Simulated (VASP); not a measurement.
# SrO (lda) (Fm-3m) in VASP: a series of runs

The runs below take SrO (lda) through single point, relaxation of the atoms, with LDA.

All numbers are computed with VASP 6.6.1; they aren't measurements. Logs are shortened: lines on timing, memory, paths and dates and some standing lists are left out, and cuts for length are marked.

## Step 1: The cell of the first run

The structure is cubic, space group Fm-3m (No. 225). Conventional cell: a = 5.014 Å, b = 5.014 Å, c = 5.014 Å, α = 90.00°, β = 90.00°, γ = 90.00°. Within 3.3 Å of Sr (site symmetry m-3m) lie 6 O at 2.51 Å. Within 3.3 Å of O (site symmetry m-3m) lie 6 Sr at 2.51 Å.

## Step 2: Single point, LDA (strained cell)

The input, INCAR:

```
SYSTEM = SrO
PREC = Accurate
ENCUT = 600
EDIFF = 1E-6
ISMEAR = 0
SIGMA = 0.02
LREAL = .FALSE.
LASPH = .TRUE.
NELM = 120
ALGO = Normal
ISIF = 2
LWAVE = .FALSE.
LCHARG = .FALSE.
NBANDS = 15
GGA_COMPAT = .FALSE.
```

The input, KPOINTS:

```
Automatic mesh
0
G
  8 8 8
  0 0 0
```

The input, POSCAR:

```
SrO
1.0
    0.0000000000      2.5070206759      2.5070206759
    2.5070206759      0.0000000000      2.5070206759
    2.5070206759      2.5070206759      0.0000000000
Sr O
1 1
Direct
    0.0000000000      0.0000000000      0.0000000000
    0.5000000000      0.5000000000      0.5000000000
```

Potentials or basis: VASP PAW LDA potentials, release 64 (Sr_sv, O).

Command:

```
cat potpaw_LDA.64/Sr_sv/POTCAR potpaw_LDA.64/O/POTCAR > POTCAR
mpirun -np 1 vasp_std > vasp.out
```

OUTCAR:

```text
SYSTEM = SrO
   PREC = Accurate
   ENCUT = 600
   EDIFF = 1E-6
   ISMEAR = 0
   LREAL = .FALSE.
   LASPH = .TRUE.
   NELM = 120
   ISIF = 2

 ion  position               nearest neighbor table
   1  0.000  0.000  0.000-   2 2.51   2 2.51   2 2.51   2 2.51   2 2.51   2 2.51
   2  0.500  0.500  0.500-   1 2.51   1 2.51   1 2.51   1 2.51   1 2.51   1 2.51

  LATTYP: Found a face centered cubic cell.
 ALAT       =     5.0140413518

  Lattice vectors:

 A1 = (   0.0000000000,   2.5070206759,   2.5070206759)
 A2 = (   2.5070206759,   0.0000000000,   2.5070206759)
 A3 = (   2.5070206759,   2.5070206759,   0.0000000000)

Analysis of symmetry for initial positions (statically):
=====================================================================
 Subroutine PRICEL returns:
 Original cell was already a primitive cell.

 Routine SETGRP: Setting up the symmetry group for a
 face centered cubic supercell.

 Subroutine GETGRP returns: Found 48 space group operations
 (whereof 48 operations were pure point group operations)
 out of a pool of 48 trial point group operations.

The static configuration has the point symmetry O_h .

Analysis of symmetry for dynamics (positions and initial velocities):
=====================================================================
 Subroutine PRICEL returns:
 Original cell was already a primitive cell.

 Routine SETGRP: Setting up the symmetry group for a
 face centered cubic supercell.

 Subroutine GETGRP returns: Found 48 space group operations
 (whereof 48 operations were pure point group operations)
 out of a pool of 48 trial point group operations.

The dynamic configuration has the point symmetry O_h .

 Subroutine INISYM returns: Found 48 space group operations
 (whereof 48 operations are pure point group operations),
 and found     1 'primitive' translations

----------------------------------------------------------------------------------------

                                     Primitive cell

  volume of cell :      31.5140

  direct lattice vectors                    reciprocal lattice vectors
     0.000000000  2.507020676  2.507020676    -0.199439919  0.199439919  0.199439919
     2.507020676  0.000000000  2.507020676     0.199439919 -0.199439919  0.199439919
     2.507020676  2.507020676  0.000000000     0.199439919  0.199439919 -0.199439919

  length of vectors
     3.545462641  3.545462641  3.545462641     0.345440072  0.345440072  0.345440072

  position of ions in fractional coordinates (direct lattice)
     0.000000000  0.000000000  0.000000000
     0.500000000  0.500000000  0.500000000

  ion indices of the primitive-cell ions
   primitive index   ion index
                 1           1
                 2           2

----------------------------------------------------------------------------------------

 KPOINTS: Automatic mesh

Automatic generation of k-mesh.
 Grid dimensions read from file:
 generate k-points for:    8    8    8

 Generating k-lattice:

  Cartesian coordinates                     Fractional coordinates (reciprocal lattice)
    -0.024929990  0.024929990  0.024929990     0.125000000  0.000000000  0.000000000
     0.024929990 -0.024929990  0.024929990     0.000000000  0.125000000  0.000000000
     0.024929990  0.024929990 -0.024929990     0.000000000  0.000000000  0.125000000

  Length of vectors
     0.043180009  0.043180009  0.043180009

  Shift w.r.t. Gamma in fractional coordinates (k-lattice)
     0.000000000  0.000000000  0.000000000

 Subroutine IBZKPT returns following result:
 ===========================================

 Found     29 irreducible k-points:

 Following reciprocal coordinates:
            Coordinates               Weight
  0.000000  0.000000  0.000000      1.000000
  0.125000  0.000000  0.000000      8.000000
  0.250000  0.000000  0.000000      8.000000
  0.375000  0.000000  0.000000      8.000000
  0.500000  0.000000  0.000000      4.000000
  0.125000  0.125000  0.000000      6.000000
[... 16 lines left out ...]
  0.500000  0.250000  0.125000     48.000000
 -0.375000  0.250000  0.125000     24.000000
 [... further k-points ...]
   k-points           NKPTS =     29   k-points in BZ     NKDIM =     29   number of bands    NBANDS=     15
   number of dos      NEDOS =    301   number of ions     NIONS =      2
   total plane-waves  NPLWV =  21952
   dimension x,y,z NGX =    28 NGY =   28 NGZ =   28
   dimension x,y,z NGXF=    56 NGYF=   56 NGZF=   56
   ions per type =               1   1
   NGX,Y,Z   is equivalent  to a cutoff of  13.13, 13.13, 13.13 a.u.
   NGXF,Y,Z  is equivalent  to a cutoff of  26.26, 26.26, 26.26 a.u.
 SYSTEM =  SrO
   PREC   = accura    normal or accurate (medium, high low for compatibility)
   ISTART =      0    job   : 0-new  1-cont  2-samecut
   ICHARG =      2    charge: 1-file 2-atom 10-const
   ISPIN  =      1    spin polarized calculation?
   LNONCOLLINEAR =      F non collinear calculations
   LSORBIT =      F    spin-orbit coupling
   LASPH  =      T    aspherical Exc in radial PAW
   ENCUT  =  600.0 eV  44.10 Ry    6.64 a.u.   7.08  7.08  7.08*2*pi/ulx,y,z
   NELM   =    120;   NELMIN=  2; NELMDL= -5     # of ELM steps
   EDIFF  = 0.1E-05   stopping-criterion for ELM
   LREAL  =      F    real-space projection
   EDIFFG = 0.1E-04   stopping-criterion for IOM
   NSW    =      0    number of steps for IOM
   IBRION =     -1    ionic relax: 0-MD 1-quasi-New 2-CG
   NFREE  =      0    steps in history (QN), initial steepest desc. (CG)
   ISIF   =      2    stress and relaxation
   ISYM   =      2    0-nonsym 1-usesym 2-fastsym
   POTIM  = 0.5000    time-step for ionic-motion
   TEBEG  =    0.0;   TEEND  =   0.0 temperature during run
   PSTRESS=    0.0 pullay stress
   NELECT =      16.0000    total number of electrons
   NUPDOWN=      -1.0000    fix difference up-down
   EMIN   =  10.00;   EMAX   =-10.00  energy-range for DOS
   EFERMI =   0.00;   METHOD = LEGACY
   ISMEAR =     0;   SIGMA  =   0.02  broadening in eV -4-tet -1-fermi 0-gaus
   EFERMI_NEDOS =   21; number of points for ismear=-14 and -15
   IALGO  =     38    algorithm
   IMIX   =      4    mixing-type and parameters
     AMIX     =   0.40;   BMIX     =  1.00
     AMIX_MAG =   1.60;   BMIX_MAG =  1.00
  volume/ion in A,a.u.               =      15.76       106.33
  Fermi-wavevector in a.u.,A,eV,Ry     =   1.306011  2.468003 23.206986  1.705665
  Thomas-Fermi vector in A             =   2.436842
   LORBIT       =      0    0 simple, 1 ext, 2 COOP (PROOUT), +10 PAW based schemes
   GGA     = CA    functional components
   LHFCALC =     F    Hartree Fock is set to
   AEXX    =    0.0000 exact exchange contribution
   IVDW    =     0    specifies the selected vdW correction
   LEPSILON=     F    determine dielectric tensor
   LRPA    =     F    only Hartree local field effects (RPA)
 non-spin polarized calculation
 Gauss-broadening in eV      SIGMA  =   0.02
  energy-cutoff  :      600.00
  volume of cell :       31.51
 maximum number of plane-waves:      1067
   NGX = 15   NGY = 15   NGZ = 15

 number of electron      15.9999999 magnetization

 Free energy of the ion-electron system (eV)
  ---------------------------------------------------
  ext. energy  EPLUGINS =         0.00000000
  ---------------------------------------------------
  free energy    TOTEN  =       -13.37305157 eV

  energy without entropy =      -13.37305157  energy(sigma->0) =      -13.37305157

 E-fermi :   1.8084     XC(G=0): -10.8870

 val. band max:        1.7276110644   @ k =   0.0000   0.0000   0.0000
 cond. band min:       4.7567438101   @ k =   0.5000   0.5000   0.0000
 fundamental gap:      3.0291327457
 Fermi energy:         1.8084105133

 k-point     1 :       0.0000    0.0000    0.0000
  band No.  band energies     occupation
      1     -30.1182      2.00000
      2     -13.1284      2.00000
      3     -11.7500      2.00000
      4     -11.7500      2.00000
      5     -11.7500      2.00000
      6       1.7276      2.00000
      7       1.7276      2.00000
      8       1.7276      2.00000
      9       6.0881      0.00000
     10       7.9841      0.00000
     11       7.9841      0.00000
     12       7.9841      0.00000
     13      10.3884      0.00000
     14      10.3884      0.00000
     15      14.5105      0.00000

 k-point     2 :       0.1250    0.0000    0.0000
  band No.  band energies     occupation
      1     -30.0893      2.00000
      2     -13.5451      2.00000
      3     -11.7650      2.00000
      4     -11.7650      2.00000
      5     -11.3991      2.00000
      6       1.2353      2.00000
      7       1.4953      2.00000
      8       1.4953      2.00000
      9       6.8233      0.00000
     10       7.8207      0.00000
     11       8.3226      0.00000
     12       8.3226      0.00000
     13      10.8573      0.00000
     14      10.8573      0.00000
     15      15.6179      0.00000

 k-point     3 :       0.2500    0.0000    0.0000
  band No.  band energies     occupation
      1     -30.0185      2.00000
      2     -14.2193      2.00000
      3     -11.8008      2.00000
      4     -11.8008      2.00000
      5     -10.8848      2.00000
      6       0.3260      2.00000
      7       0.9995      2.00000
      8       0.9995      2.00000
      9       7.8017      0.00000
     10       8.4095      0.00000
     11       9.2468      0.00000
     12       9.2468      0.00000
     13      12.0172      0.00000
     14      12.0172      0.00000
     15      17.9097      0.00000

 k-point     4 :       0.3750    0.0000    0.0000
  band No.  band energies     occupation
      1     -29.9461      2.00000
      2     -14.7312      2.00000
      3     -11.8356      2.00000
      4     -11.8356      2.00000
      5     -10.5330      2.00000
      6      -0.3989      2.00000
      7       0.5706      2.00000
      8       0.5706      2.00000
      9       8.2007      0.00000
     10       9.9540      0.00000
     11      10.3953      0.00000
     12      10.3953      0.00000
     13      13.4422      0.00000
     14      13.4422      0.00000
     15      18.1384      0.00000
[... 307 lines left out ...]
 k-point    22 :       0.3750    0.2500    0.1250
  band No.  band energies     occupation
      1     -29.9670      2.00000
      2     -14.2548      2.00000
      3     -12.0975      2.00000
      4     -11.8801      2.00000
      5     -10.9453      2.00000
      6       0.1231      2.00000
      7       0.9303      2.00000
      8       1.4610      2.00000
      9       6.7275      0.00000
     10       8.7095      0.00000
     11      10.2213      0.00000
     12      10.6779      0.00000
     13      12.1817      0.00000
     14      13.1208      0.00000
     15      19.0815      0.00000

 k-point    23 :       0.5000    0.2500    0.1250
  band No.  band energies     occupation
      1     -29.9096      2.00000
      2     -14.4643      2.00000
      3     -12.2384      2.00000
      4     -11.9807      2.00000
      5     -10.8722      2.00000
      6       0.0620      2.00000
      7       0.6711      2.00000
      8       1.2017      2.00000
      9       7.3101      0.00000
     10       9.2528      0.00000
     11      11.1436      0.00000
     12      11.1801      0.00000
     13      13.4593      0.00000
     14      14.4687      0.00000
     15      16.7302      0.00000

 k-point    24 :      -0.3750    0.2500    0.1250
  band No.  band energies     occupation
      1     -29.8856      2.00000
      2     -14.5482      2.00000
      3     -12.2679      2.00000
      4     -12.0556      2.00000
      5     -10.8408      2.00000
      6       0.0099      2.00000
      7       0.7803      2.00000
      8       0.8985      2.00000
      9       8.2477      0.00000
     10       8.6254      0.00000
     11      11.6473      0.00000
     12      11.6666      0.00000
     13      14.0535      0.00000
     14      15.3846      0.00000
     15      15.8091      0.00000

 [... further k-points ...]
[... 5 lines left out ...]
  --------------------------------------------------------------------------------------
  -------------------------------------------------------------------------------------
  Total        0.8245381      0.8245381      0.8245381     -0.0000000     -0.0000000      0.0000000
  in kB       41.9196416     41.9196416     41.9196416     -0.0000000     -0.0000000      0.0000000
  external PRESSURE =      41.9196416 kB  Pullay stress =       0.0000000 kB

 VOLUME and BASIS-vectors are now :
 -----------------------------------------------------------------------------
  energy-cutoff  :      600.00
  volume of cell :       31.51
      direct lattice vectors                 reciprocal lattice vectors
     0.000000000  2.507020676  2.507020676    -0.199439919  0.199439919  0.199439919
     2.507020676  0.000000000  2.507020676     0.199439919 -0.199439919  0.199439919
     2.507020676  2.507020676  0.000000000     0.199439919  0.199439919 -0.199439919

 POSITION                                       TOTAL-FORCE (eV/Angst)
 -----------------------------------------------------------------------------------
      0.00000      0.00000      0.00000         0.000000      0.000000      0.000000
      2.50702      2.50702      2.50702        -0.000000     -0.000000     -0.000000
 -----------------------------------------------------------------------------------
    total drift:                                0.000000      0.000000      0.000000

  FREE ENERGIE OF THE ION-ELECTRON SYSTEM (eV)
  ---------------------------------------------------
  free  energy   TOTEN  =       -13.3730515668 eV

  energy  without entropy=      -13.3730515668  energy(sigma->0) =      -13.37305157
```

Wall time 8.8 s (1 thread of Intel Xeon 6975P-C, shared host); peak memory 0.15 GiB.

Results:

| Quantity | Value |
| --- | --- |
| Free energy | -13.3731 eV |
| Pressure | 4.2 GPa |
| Band gap on the k mesh | 3.03 eV, indirect (least direct gap 3.05 eV) |

Caveat: the cell differs from its parent crystal (strained cell). A k mesh can miss the band edges.

## Step 3: Single point, LDA

The input, INCAR:

```
PREC = Accurate
ENCUT = 600
EDIFF = 1E-6
ISMEAR = 0
SIGMA = 0.01
LREAL = False
LASPH = True
NELM = 120
ALGO = Normal
ISIF = 2
LWAVE = False
LCHARG = True
GGA = CA
LELF = True
LVHAR = True
NBANDS = 15
GGA_COMPAT = False
```

The input, KPOINTS:

```
Automatic mesh
0
Gamma
  8 8 8
```

POSCAR is that of step 2.

Potentials or basis: VASP PAW LDA potentials, release 64 (Sr_sv, O).

Command:

```
cat potpaw_LDA.64/Sr_sv/POTCAR potpaw_LDA.64/O/POTCAR > POTCAR
mpirun -np 1 vasp_std > vasp.out
```

Run time: 10 s. Hardware: 1 thread of Intel Xeon 6975P-C, shared host; peak memory 0.15 GiB.

Results (log left out):

```yaml
Free_energy: -13.3731 eV
Pressure: 4.2 GPa
Band_gap_on_the_k_mesh: 3.03 eV, indirect (least direct gap 3.05 eV)
```

Levels at points of the mesh, in eV from the valence-band top:
```
           k point  band 5  band 6  band 7  band 8  band 9  band 10  band 11  band 12
(0.00, 0.00, 0.00)  -13.48    0.00    0.00    0.00    4.36     6.26     6.26     6.26
(0.50, 0.00, 0.00)  -12.14   -2.40   -1.32   -1.32    6.77     8.88     9.24     9.24
(0.50, 0.50, 0.00)  -13.96   -0.27   -0.02   -0.02    3.03     8.36    10.69    10.86
```

A k mesh can miss the band edges. LDA gaps usually lie below the measured ones, often by a third to a half.

(Part 1 of 2 ends here.)
